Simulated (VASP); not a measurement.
Input of a VASP 6.6.1 run:

File POSCAR:

```
BeTe
1.0
    0.0000000000      2.8286236255      2.8569098617
    2.8286236255      0.0000000000      2.8569098617
    2.8286236255      2.8286236255      0.0000000000
Be Te
1 1
Direct
    0.0000000000      0.0000000000      0.0000000000
    0.2500000000      0.2500000000      0.2500000000
```

INCAR.step1

```
PREC = Accurate
ENCUT = 520
EDIFF = 1E-5
ISMEAR = 0
SIGMA = 0.01
LREAL = False
LASPH = True
NELM = 60
ALGO = Normal
ISIF = 2
LWAVE = True
LCHARG = False
GGA = PE
NBANDS = 11
```

The input INCAR.step2:

```
PREC = Accurate
ENCUT = 520
EDIFF = 1E-6
ISMEAR = 0
SIGMA = 0.01
LREAL = False
LASPH = True
NELM = 60
ALGO = Normal
ISIF = 2
LWAVE = False
LCHARG = False
GGA = PE
LHFCALC = True
HFSCREEN = 0.2079
PRECFOCK = Normal
ISTART = 1
NBANDS = 11
```

KPOINTS

```
regular mesh
0
Gamma
  6 6 6
```

Potentials or basis: VASP PAW PBE potentials, release 64 (Be, Te).

The run is started by

```bash
$ cat potpaw_PBE.64/Be/POTCAR potpaw_PBE.64/Te/POTCAR > POTCAR
$ cp INCAR.step1 INCAR
$ mpirun -np 1 vasp_std > vasp.out
$ cp INCAR.step2 INCAR
$ mpirun -np 1 vasp_std > vasp.out
```

(1) What does it give for the band gap on the k mesh?

(2) Estimate the pressure.

## Answers

(1) 2.66 eV (least direct gap 4.40 eV).

(2) -1.5 GPa.

Caveat: the cell differs from its parent crystal (uniaxial z strain +1.0%); the PAW data sets were made with another functional, which shifts forces and pressure a little; spin-orbit coupling is left out, which moves the levels of the heavy elements.
